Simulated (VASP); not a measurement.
Here is a VASP 6.6.1 calculation.

INCAR

```
  ALGO = Normal
  EDIFF = 1E-6
  ENCUT = 520
  GGA = PS
  ISIF = 2
  ISMEAR = -1
  IVDW = 13
  LASPH = T
  LCHARG = F
  LREAL = F
  LWAVE = F
  NBANDS = 22
  NELM = 100
  PREC = Accurate
  SIGMA = 0.05
```

Contents of KPOINTS:

```
k-points
0
Gamma
  6 6 6
```

File POSCAR:

```
InSb3
1.0
    4.6804091031      0.0000000000      0.0000000000
    0.0000000000      4.6804091031      0.0000000000
    0.0000000000      0.0000000000      4.6804091031
Sb In
3 1
Direct
    0.5000000000      0.5000000000      0.0000000000
    0.0000000000      0.5000000000      0.5000000000
    0.5000000000      0.0000000000      0.5000000000
    0.0000000000      0.0000000000      0.0000000000
```

Potentials or basis: VASP PAW PBE potentials, release 64 (Sb, In_d).

Run with:

```console
$ cat potpaw_PBE.64/Sb/POTCAR potpaw_PBE.64/In_d/POTCAR > POTCAR
$ mpirun -np 1 vasp_std > vasp.out
```

Question: What does it give for the dispersion energy per atom?

Answer: -0.308 eV.

Question: Predict the band gap on the k mesh.

Answer: Zero (bands 14 and 15 overlap by 5.11 eV).

Caveat: spin-orbit coupling is left out, which moves the levels of the heavy elements.
